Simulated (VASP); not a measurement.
# P (P6/mmm) in VASP: notebook

P is run at these levels: PBE; tasks: single point.

Program: VASP 6.6.1. These are calculated values, not measurements. Logs are shortened: lines on timing, memory, paths and dates and some standing lists are left out, and cuts for length are marked.

## (1) The cell of the first run

Symmetry: P6/mmm, No. 191, hexagonal system. The conventional cell has a = 2.103 Å, b = 2.103 Å, c = 2.001 Å, α = 90.00°, β = 90.00°, γ = 120.00°. Within 2.7 Å of P (site symmetry 6/mmm) lie 8 P at 2.00 to 2.10 Å.

## (2) Single point, PBE

File INCAR:

```
PREC = Accurate
ENCUT = 520
EDIFF = 1E-6
ISMEAR = -1
SIGMA = 0.05
LREAL = False
LASPH = True
NELM = 80
ALGO = Normal
ISIF = 2
LWAVE = False
LCHARG = False
GGA = PE
NBANDS = 8
```

File KPOINTS:

```
regular mesh
0
Gamma
  18 18 17
```

File POSCAR:

```
P
1.0
    2.1028285024      0.0000000000      0.0000000000
   -1.0514142512      1.8211029029      0.0000000000
    0.0000000000      0.0000000000      2.0012966797
P
1
Direct
    0.0000000000      0.0000000000      0.0000000000
```

Potentials or basis: VASP PAW PBE potentials, release 64 (P).

Run with:

```
cat potpaw_PBE.64/P/POTCAR > POTCAR
mpirun -np 1 vasp_std > vasp.out
```

OUTCAR:

```text
PREC = Accurate
   ENCUT = 520
   EDIFF = 1E-6
   ISMEAR = -1
   LREAL = False
   LASPH = True
   NELM = 80
   ISIF = 2
   GGA = PE

 ion  position               nearest neighbor table
   1  0.000  0.000  0.000-

  LATTYP: Found a hexagonal cell.
 ALAT       =     2.1028285024
 C/A-ratio  =     0.9517165463

  Lattice vectors:

 A1 = (   2.1028285024,   0.0000000000,   0.0000000000)
 A2 = (  -1.0514142512,   1.8211029029,   0.0000000000)
 A3 = (   0.0000000000,   0.0000000000,   2.0012966797)

Analysis of symmetry for initial positions (statically):
=====================================================================
 Subroutine PRICEL returns:
 Original cell was already a primitive cell.

 Routine SETGRP: Setting up the symmetry group for a
 hexagonal supercell.

 Subroutine GETGRP returns: Found 24 space group operations
 (whereof 24 operations were pure point group operations)
 out of a pool of 24 trial point group operations.

The static configuration has the point symmetry D_6h.

Analysis of symmetry for dynamics (positions and initial velocities):
=====================================================================
 Subroutine PRICEL returns:
 Original cell was already a primitive cell.

 Routine SETGRP: Setting up the symmetry group for a
 hexagonal supercell.

 Subroutine GETGRP returns: Found 24 space group operations
 (whereof 24 operations were pure point group operations)
 out of a pool of 24 trial point group operations.

The dynamic configuration has the point symmetry D_6h.

 Subroutine INISYM returns: Found 24 space group operations
 (whereof 24 operations are pure point group operations),
 and found     1 'primitive' translations

----------------------------------------------------------------------------------------

                                     Primitive cell

  volume of cell :       7.6639

  direct lattice vectors                    reciprocal lattice vectors
     2.102828502  0.000000000  0.000000000     0.475549955  0.274558895  0.000000000
    -1.051414251  1.821102903  0.000000000     0.000000000  0.549117789  0.000000000
     0.000000000  0.000000000  2.001296680     0.000000000  0.000000000  0.499676040

  length of vectors
     2.102828502  2.102828502  2.001296680     0.549117789  0.549117789  0.499676040

  position of ions in fractional coordinates (direct lattice)
     0.000000000  0.000000000  0.000000000

  ion indices of the primitive-cell ions
   primitive index   ion index
                 1           1

----------------------------------------------------------------------------------------

 KPOINTS: regular mesh

Automatic generation of k-mesh.
 Grid dimensions read from file:
 generate k-points for:   18   18   17

 Generating k-lattice:

  Cartesian coordinates                     Fractional coordinates (reciprocal lattice)
     0.026419442  0.015253272  0.000000000     0.055555556 -0.000000000  0.000000000
     0.000000000  0.030506544  0.000000000     0.000000000  0.055555556  0.000000000
     0.000000000  0.000000000  0.029392708     0.000000000  0.000000000  0.058823529

  Length of vectors
     0.030506544  0.030506544  0.029392708

  Shift w.r.t. Gamma in fractional coordinates (k-lattice)
     0.000000000  0.000000000  0.000000000

 Subroutine IBZKPT returns following result:
 ===========================================

 Found    333 irreducible k-points:

 Following reciprocal coordinates:
            Coordinates               Weight
  0.000000  0.000000  0.000000      1.000000
  0.055556  0.000000  0.000000      6.000000
  0.111111  0.000000  0.000000      6.000000
  0.166667  0.000000  0.000000      6.000000
  0.222222  0.000000  0.000000      6.000000
  0.277778  0.000000  0.000000      6.000000
[... 16 lines left out ...]
  0.333333  0.111111  0.000000     12.000000
  0.388889  0.111111  0.000000     12.000000
 [... further k-points ...]
   k-points           NKPTS =    333   k-points in BZ     NKDIM =    333   number of bands    NBANDS=      8
   number of dos      NEDOS =    301   number of ions     NIONS =      1
   total plane-waves  NPLWV =   4096
   dimension x,y,z NGX =    16 NGY =   16 NGZ =   16
   dimension x,y,z NGXF=    32 NGYF=   32 NGZF=   32
   ions per type =               1
   NGX,Y,Z   is equivalent  to a cutoff of  12.65, 12.65, 13.29 a.u.
   NGXF,Y,Z  is equivalent  to a cutoff of  25.30, 25.30, 26.58 a.u.
 SYSTEM =  unknown system
   PREC   = accura    normal or accurate (medium, high low for compatibility)
   ISTART =      0    job   : 0-new  1-cont  2-samecut
   ICHARG =      2    charge: 1-file 2-atom 10-const
   ISPIN  =      1    spin polarized calculation?
   LNONCOLLINEAR =      F non collinear calculations
   LSORBIT =      F    spin-orbit coupling
   LASPH  =      T    aspherical Exc in radial PAW
   ENCUT  =  520.0 eV  38.22 Ry    6.18 a.u.   3.91  3.91  3.72*2*pi/ulx,y,z
   NELM   =     80;   NELMIN=  2; NELMDL= -5     # of ELM steps
   EDIFF  = 0.1E-05   stopping-criterion for ELM
   LREAL  =      F    real-space projection
   EDIFFG = 0.1E-04   stopping-criterion for IOM
   NSW    =      0    number of steps for IOM
   IBRION =     -1    ionic relax: 0-MD 1-quasi-New 2-CG
   NFREE  =      0    steps in history (QN), initial steepest desc. (CG)
   ISIF   =      2    stress and relaxation
   ISYM   =      2    0-nonsym 1-usesym 2-fastsym
   POTIM  = 0.5000    time-step for ionic-motion
   TEBEG  =    0.0;   TEEND  =   0.0 temperature during run
   PSTRESS=    0.0 pullay stress
   NELECT =       5.0000    total number of electrons
   NUPDOWN=      -1.0000    fix difference up-down
   EMIN   =  10.00;   EMAX   =-10.00  energy-range for DOS
   EFERMI =   0.00;   METHOD = LEGACY
   ISMEAR =    -1;   SIGMA  =   0.05  broadening in eV -4-tet -1-fermi 0-gaus
   EFERMI_NEDOS =   21; number of points for ismear=-14 and -15
   IALGO  =     38    algorithm
   IMIX   =      4    mixing-type and parameters
     AMIX     =   0.40;   BMIX     =  1.00
     AMIX_MAG =   1.60;   BMIX_MAG =  1.00
  volume/ion in A,a.u.               =       7.66        51.72
  Fermi-wavevector in a.u.,A,eV,Ry     =   1.419869  2.683163 27.429719  2.016028
  Thomas-Fermi vector in A             =   2.540844
   LORBIT       =      0    0 simple, 1 ext, 2 COOP (PROOUT), +10 PAW based schemes
   GGA     = PE    functional components
   LHFCALC =     F    Hartree Fock is set to
   AEXX    =    0.0000 exact exchange contribution
   IVDW    =     0    specifies the selected vdW correction
   LEPSILON=     F    determine dielectric tensor
   LRPA    =     F    only Hartree local field effects (RPA)
 non-spin polarized calculation
  energy-cutoff  :      520.00
  volume of cell :        7.66
 maximum number of plane-waves:       218
 NGX is ok and might be reduce to    16
   NGX =  7   NGY =  7   NGZ =  7

 number of electron       5.0000001 magnetization

 Free energy of the ion-electron system (eV)
  ---------------------------------------------------
  ext. energy  EPLUGINS =         0.00000000
  ---------------------------------------------------
  free energy    TOTEN  =        -2.17383604 eV

  energy without entropy =       -2.17097369  energy(sigma->0) =       -2.17240486

 E-fermi :  21.2479     XC(G=0): -14.3786

 val. band max:       21.2164064940   @ k =   0.3333   0.0000   0.2353
 cond. band min:      21.2490106498   @ k =   0.3889   0.2222   0.4118
 fundamental gap:      0.0326041559
 Fermi energy:        21.2479182083

 k-point     1 :       0.0000    0.0000    0.0000
  band No.  band energies     occupation
      1      -3.4165      2.00000
      2      26.9866      0.00000
      3      29.9860      0.00000
      4      34.8817      0.00000
      5      34.8817      0.00000
      6      35.3323      0.00000
      7      35.3323      0.00000
      8      43.0948      0.00000

 k-point     2 :       0.0556    0.0000    0.0000
  band No.  band energies     occupation
      1      -3.2841      2.00000
      2      26.7957      0.00000
      3      30.0937      0.00000
      4      32.5345      0.00000
      5      33.2177      0.00000
      6      36.4728      0.00000
      7      37.2285      0.00000
      8      44.5891      0.00000

 k-point     3 :       0.1111    0.0000    0.0000
  band No.  band energies     occupation
      1      -2.8873      2.00000
      2      25.9267      0.00000
      3      29.9533      0.00000
      4      30.4167      0.00000
      5      31.5774      0.00000
      6      36.8755      0.00000
      7      39.5631      0.00000
      8      47.8856      0.00000

 k-point     4 :       0.1667    0.0000    0.0000
  band No.  band energies     occupation
      1      -2.2278      2.00000
      2      23.7507      0.00000
      3      28.4923      0.00000
      4      30.1603      0.00000
      5      30.9558      0.00000
      6      37.1307      0.00000
      7      42.1316      0.00000
      8      51.0139      0.00000

 k-point     5 :       0.2222    0.0000    0.0000
  band No.  band energies     occupation
      1      -1.3086      2.00000
      2      20.7970      1.99976
      3      27.8024      0.00000
      4      28.9666      0.00000
      5      31.7122      0.00000
      6      37.5987      0.00000
      7      44.9218      0.00000
      8      50.6067      0.00000
[... 177 lines left out ...]
 k-point    22 :       0.2778    0.1111    0.0000
  band No.  band energies     occupation
      1       1.6793      2.00000
      2      15.1478      2.00000
      3      21.4809      0.01877
      4      32.4142      0.00000
      5      34.2080      0.00000
      6      40.2790      0.00000
      7      45.7247      0.00000
      8      48.2252      0.00000

 k-point    23 :       0.3333    0.1111    0.0000
  band No.  band energies     occupation
      1       3.3457      2.00000
      2      12.3717      2.00000
      3      20.9411      1.99569
      4      32.3655      0.00000
      5      35.6220      0.00000
      6      41.6127      0.00000
      7      43.3630      0.00000
      8      49.1445      0.00000

 k-point    24 :       0.3889    0.1111    0.0000
  band No.  band energies     occupation
      1       5.2432      2.00000
      2       9.8033      2.00000
      3      20.6143      1.99999
      4      32.2971      0.00000
      5      37.2520      0.00000
      6      41.1419      0.00000
      7      43.3068      0.00000
      8      47.3939      0.00000

 [... further k-points ...]

------------------------ aborting loop because EDIFF is reached ----------------------------------------

  FORCE on cell =-STRESS in cart. coord.  units (eV):
  Direction    XX          YY          ZZ          XY          YZ          ZX
  --------------------------------------------------------------------------------------
  -------------------------------------------------------------------------------------
  Total       10.8252854     10.8252854     10.8580488      0.0000000     -0.0000000      0.0000000
  in kB     2263.0811199   2263.0811200   2269.9304811      0.0000000     -0.0000000      0.0000000
  external PRESSURE =    2265.3642403 kB  Pullay stress =       0.0000000 kB

 VOLUME and BASIS-vectors are now :
 -----------------------------------------------------------------------------
  energy-cutoff  :      520.00
  volume of cell :        7.66
      direct lattice vectors                 reciprocal lattice vectors
     2.102828502  0.000000000  0.000000000     0.475549955  0.274558895  0.000000000
    -1.051414251  1.821102903  0.000000000     0.000000000  0.549117789  0.000000000
     0.000000000  0.000000000  2.001296680     0.000000000  0.000000000  0.499676040

 POSITION                                       TOTAL-FORCE (eV/Angst)
 -----------------------------------------------------------------------------------
      0.00000      0.00000      0.00000         0.000000      0.000000      0.000000
 -----------------------------------------------------------------------------------
    total drift:                               -0.000000     -0.000000     -0.000000

  FREE ENERGIE OF THE ION-ELECTRON SYSTEM (eV)
  ---------------------------------------------------
  free  energy   TOTEN  =        -2.1738360366 eV

  energy  without entropy=       -2.1709736859  energy(sigma->0) =       -2.17240486
```

Run time: 4.8 s. Hardware: 1 thread of Intel Xeon Platinum 8559C (Emerald Rapids), shared host; peak memory 0.12 GiB.

Results:

```yaml
Free_energy: -2.1738 eV
Pressure: 226.5 GPa
```

Stress tensor (GPa, compression positive):
```
226.31   0.00   0.00
  0.00 226.31   0.00
  0.00   0.00 226.99
```

Levels at points of the mesh, in eV from the Fermi level:
| k point | band 1 | band 2 | band 3 | band 4 | band 5 | band 6 | band 7 |
| --- | --- | --- | --- | --- | --- | --- | --- |
| (0.00, 0.00, 0.00) | -24.66 | 5.74 | 8.74 | 13.63 | 13.63 | 14.08 | 14.08 |
| (0.50, 0.00, 0.00) | -14.55 | -13.88 | 5.02 | 5.03 | 17.49 | 17.56 | 23.54 |

## (3) Single point, PBE

This run uses another cell than the first one, of 8.84 Å³/atom, 1.154 times its volume.

File INCAR:

```
SYSTEM = P
PREC = Accurate
ENCUT = 520
EDIFF = 1E-6
ISMEAR = -1
SIGMA = 0.05
LREAL = .FALSE.
LASPH = .TRUE.
NELM = 60
ALGO = Normal
ISIF = 2
LWAVE = .FALSE.
LCHARG = .FALSE.
GGA = PE
NBANDS = 8
```

File KPOINTS:

```
Automatic mesh
0
G
  18 18 17
  0 0 0
```

File POSCAR:

```
P
1.0
    2.2131031419      0.0000000000      0.0000000000
   -1.1065515709      1.9166035421      0.0000000000
    0.0000000000      0.0000000000      2.0847970414
P
1
Direct
    0.0000000000      0.0000000000      0.0000000000
```

Potentials or basis: VASP PAW PBE potentials, release 64 (P).

Run with:

```
cat potpaw_PBE.64/P/POTCAR > POTCAR
mpirun -np 1 vasp_std > vasp.out
```

OUTCAR:

```text
SYSTEM = P
   PREC = Accurate
   ENCUT = 520
   EDIFF = 1E-6
   ISMEAR = -1
   LREAL = .FALSE.
   LASPH = .TRUE.
   NELM = 60
   ISIF = 2
   GGA = PE

 ion  position               nearest neighbor table
   1  0.000  0.000  0.000-

  LATTYP: Found a hexagonal cell.
 ALAT       =     2.2131031419
 C/A-ratio  =     0.9420243467

  Lattice vectors:

 A1 = (   2.2131031419,   0.0000000000,   0.0000000000)
 A2 = (  -1.1065515709,   1.9166035421,   0.0000000000)
 A3 = (   0.0000000000,   0.0000000000,   2.0847970414)

Analysis of symmetry for initial positions (statically):
=====================================================================
 Subroutine PRICEL returns:
 Original cell was already a primitive cell.

 Routine SETGRP: Setting up the symmetry group for a
 hexagonal supercell.

 Subroutine GETGRP returns: Found 24 space group operations
 (whereof 24 operations were pure point group operations)
 out of a pool of 24 trial point group operations.

The static configuration has the point symmetry D_6h.

Analysis of symmetry for dynamics (positions and initial velocities):
=====================================================================
 Subroutine PRICEL returns:
 Original cell was already a primitive cell.

 Routine SETGRP: Setting up the symmetry group for a
 hexagonal supercell.

 Subroutine GETGRP returns: Found 24 space group operations
 (whereof 24 operations were pure point group operations)
 out of a pool of 24 trial point group operations.

The dynamic configuration has the point symmetry D_6h.

 Subroutine INISYM returns: Found 24 space group operations
 (whereof 24 operations are pure point group operations),
 and found     1 'primitive' translations

----------------------------------------------------------------------------------------

[... 109 lines left out ...]
     AMIX     =   0.40;   BMIX     =  1.00
     AMIX_MAG =   1.60;   BMIX_MAG =  1.00
  volume/ion in A,a.u.               =       8.84        59.68
  Fermi-wavevector in a.u.,A,eV,Ry     =   1.353731  2.558180 24.933855  1.832587
  Thomas-Fermi vector in A             =   2.480961
   LORBIT       =      0    0 simple, 1 ext, 2 COOP (PROOUT), +10 PAW based schemes
   GGA     = PE    functional components
   LHFCALC =     F    Hartree Fock is set to
   AEXX    =    0.0000 exact exchange contribution
   IVDW    =     0    specifies the selected vdW correction
   LEPSILON=     F    determine dielectric tensor
   LRPA    =     F    only Hartree local field effects (RPA)
 non-spin polarized calculation
  energy-cutoff  :      520.00
  volume of cell :        8.84
 maximum number of plane-waves:       252
   NGX =  9   NGY =  9   NGZ =  7

 number of electron       5.0000001 magnetization

 Free energy of the ion-electron system (eV)
  ---------------------------------------------------
  ext. energy  EPLUGINS =         0.00000000
  ---------------------------------------------------
  free energy    TOTEN  =        -3.42686784 eV

  energy without entropy =       -3.42424352  energy(sigma->0) =       -3.42555568

 E-fermi :  18.4532     XC(G=0): -13.6825

 val. band max:       18.4400770947   @ k =   0.2778   0.1111   0.0588
 cond. band min:      18.4881204161   @ k =   0.3333  -0.0000   0.2353
 fundamental gap:      0.0480433213
 Fermi energy:        18.4532227904

 k-point     1 :       0.0000    0.0000    0.0000
  band No.  band energies     occupation
      1      -4.3276      2.00000
      2      24.3520      0.00000
      3      26.2395      0.00000
      4      29.8568      0.00000
      5      29.8568      0.00000
      6      31.2092      0.00000
      7      31.2092      0.00000
      8      39.0088      0.00000
[... 243 lines left out ...]
 k-point    24 :       0.3889    0.1111    0.0000
  band No.  band energies     occupation
      1       3.5466      2.00000
      2       7.6580      2.00000
      3      17.5482      2.00000
      4      28.4381      0.00000
      5      32.7100      0.00000
      6      36.7356      0.00000
      7      38.3325      0.00000
      8      42.4931      0.00000

 [... further k-points ...]

------------------------ aborting loop because EDIFF is reached ----------------------------------------

  FORCE on cell =-STRESS in cart. coord.  units (eV):
  Direction    XX          YY          ZZ          XY          YZ          ZX
  --------------------------------------------------------------------------------------
  -------------------------------------------------------------------------------------
  Total        6.8773449      6.8773449      6.8772698      0.0000000      0.0000000      0.0000000
  in kB     1246.0448124   1246.0448124   1246.0312163      0.0000000      0.0000000      0.0000000
  external PRESSURE =    1246.0402804 kB  Pullay stress =       0.0000000 kB

 VOLUME and BASIS-vectors are now :
 -----------------------------------------------------------------------------
  energy-cutoff  :      520.00
  volume of cell :        8.84
      direct lattice vectors                 reciprocal lattice vectors
     2.213103142  0.000000000  0.000000000     0.451854223  0.260878157  0.000000000
    -1.106551571  1.916603542  0.000000000     0.000000000  0.521756314  0.000000000
     0.000000000  0.000000000  2.084797041     0.000000000  0.000000000  0.479662998

 POSITION                                       TOTAL-FORCE (eV/Angst)
 -----------------------------------------------------------------------------------
      0.00000      0.00000      0.00000         0.000000      0.000000      0.000000
 -----------------------------------------------------------------------------------
    total drift:                               -0.000000     -0.000000     -0.000000

  FREE ENERGIE OF THE ION-ELECTRON SYSTEM (eV)
  ---------------------------------------------------
  free  energy   TOTEN  =        -3.4268678423 eV

  energy  without entropy=       -3.4242435166  energy(sigma->0) =       -3.42555568
```

OSZICAR:

```text
N       E                     dE             d eps       ncg     rms          rms(c)
DAV:   1     0.107837886267E+01    0.10784E+01   -0.25320E+03  6160   0.477E+02
DAV:   2    -0.343388841537E+01   -0.45123E+01   -0.43575E+01  7816   0.485E+01
DAV:   3    -0.345852598261E+01   -0.24638E-01   -0.24609E-01  5872   0.377E+00
DAV:   4    -0.345853973544E+01   -0.13753E-04   -0.13753E-04  8784   0.937E-02
DAV:   5    -0.345853973728E+01   -0.18408E-08   -0.30289E-08  5872   0.736E-04    0.106E+01
DAV:   6    -0.343870532400E+01    0.19834E-01   -0.13308E-03  6608   0.264E-01    0.625E+00
DAV:   7    -0.342687205119E+01    0.11833E-01   -0.32515E-03  6512   0.452E-01    0.130E-01
DAV:   8    -0.342686822278E+01    0.38284E-05   -0.53729E-05  7160   0.640E-02    0.326E-02
DAV:   9    -0.342686784232E+01    0.38046E-06   -0.42405E-06  6776   0.177E-02
   1 F= -.34268678E+01 E0= -.34255557E+01  d E =-.262433E-02
```

Wall time 4.6 s (1 thread of Intel Xeon Platinum 8559C (Emerald Rapids), shared host); peak memory 0.12 GiB.

Results:

* Free energy: -3.4269 eV
* Pressure: 124.6 GPa

Levels at points of the mesh, in eV from the Fermi level:
```
           k point  band 1  band 2  band 3  band 4  band 5
(0.00, 0.00, 0.00)  -22.78    5.90    7.79   11.40   11.40
(0.50, 0.00, 0.00)  -13.39  -13.20    3.82    4.87   14.97
```

(Continued in part 2 of 2.)
